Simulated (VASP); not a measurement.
Input of a VASP 6.6.1 run:

The input INCAR:

```
PREC = Accurate ; ENCUT = 520
EDIFF = 1E-6 ; ISMEAR = 0
SIGMA = 0.1 ; LREAL = False
LASPH = True ; NELM = 100
ALGO = Fast ; ISIF = 2
LWAVE = False ; LCHARG = False
GGA = PE ; NBANDS = 52
```

Contents of KPOINTS:

```
regular mesh
0
Gamma
  6 6 8
```

File POSCAR:

```
Sn5As3
1.0
    7.8919725533      0.0000000000      0.0000000000
   -3.9459862767      6.8346487171      0.0000000000
    0.0000000000      0.0000000000      3.8349348958
Sn As
5 3
Direct
    0.6666666667      0.3333333333      0.5000000000
    0.3333333333      0.6666666667      0.5000000000
    0.0000000000      0.2274044040      0.5000000000
    0.2274044040      0.0000000000      0.5000000000
    0.7725955960      0.7725955960      0.5000000000
    0.0000000000      0.6631301005      0.0000000000
    0.3368698995      0.3368698995      0.0000000000
    0.6631301005      0.0000000000      0.0000000000
```

Potentials or basis: VASP PAW PBE potentials, release 64 (Sn_d, As).

Command:

```sh
$ cat potpaw_PBE.64/Sn_d/POTCAR potpaw_PBE.64/As/POTCAR > POTCAR
$ mpirun -np 1 vasp_std > vasp.out
```

Question: Predict the band gap on the k mesh.

Answer: Zero (an odd number of electrons rules out a gap without spin polarisation).

Question: Predict the pressure.

Answer: 0.0 GPa.

Question: Estimate the largest force.

Answer: 0.010 eV/Å.

Forces on the atoms (eV/Å):
```
Sn   0.000  0.000  0.000
Sn   0.000  0.000  0.000
Sn  -0.002  0.004  0.000
Sn   0.005  0.000  0.000
Sn  -0.002 -0.004  0.000
As   0.005 -0.009  0.000
As   0.005  0.009  0.000
As  -0.010  0.000  0.000
```

Caveat: spin-orbit coupling is left out, which moves the levels of the heavy elements.
